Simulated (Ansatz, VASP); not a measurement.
# One calculation of Re, two programs

File INCAR:

```
SYSTEM = Re
  ALGO = Normal
  EDIFF = 1E-6
  ENCUT = 600
  GGA = PE
  GGA_COMPAT = .False.
  ISIF = 2
  ISMEAR = 0
  LASPH = .True.
  LCHARG = .False.
  LREAL = .False.
  LWAVE = .False.
  NBANDS = 14
  NELM = 120
  PREC = Accurate
  SIGMA = 0.1
```

The input KPOINTS:

```
k-points
0
Gamma
  9 9 4
  0 0 0
```

POSCAR

```
Re
1.0
    2.7599992390      0.0000000000      0.0000000000
   -1.3799996195      2.3902294553      0.0000000000
    0.0000000000      0.0000000000      4.4573987709
Re
2
Direct
    0.3333333333      0.6666666667      0.7500000000
    0.6666666667      0.3333333333      0.2500000000
```

Input for Ansatz:

```yaml
crystal:
  lattice:
    - [2.759999239, 0.0, 0.0]
    - [-1.3799996195, 2.3902294553, 0.0]
    - [0.0, 0.0, 4.4573987709]
  atoms:
    - { symbol: Re, position: [0.3333333333, 0.6666666667, 0.75] }
    - { symbol: Re, position: [0.6666666667, 0.3333333333, 0.25] }
basis:
  ecutwfc: 420
kpoints:
  mp_grid: { grid: [9, 9, 4] }
hamiltonian:
  xc: pbe
scf:
  occupations: { method: gaussian, width: 0.1 }
output:
  forces: true
  stress: true
  eigenvalues: true
```

Alike in both runs: task single point; functional PBE; k mesh 9 × 9 × 4; occupations gaussian, width 0.1 eV; no spin polarisation.

|  | VASP | Ansatz |
| --- | --- | --- |
| version | VASP 6.6.1 | Ansatz 0.2.0 |
| potentials or method | VASP PAW PBE potentials, release 64 (Re), cutoff 600 eV | scalar-relativistic, plane waves, PAW |
| valence electrons in the cell | 14 | 30 |

```csv
,VASP,Ansatz,Ansatz less VASP
gap on the k mesh at the Fermi level (eV),none,none,-
pressure (GPa),5.9,6.2,+0.26
"traceless stress, the component that is largest in VASP (GPa)",-0.25,-0.14,+0.118
```

A gap of «none» marks a metal or a gap that the smearing closes. The functional is the same, so the differences come from potentials, cutoffs and numerics. VASP's potentials hold 14 valence electrons a cell and Ansatz's 30, so a difference there can come from the potentials and not from the codes.

Neither program's run includes spin-orbit coupling.
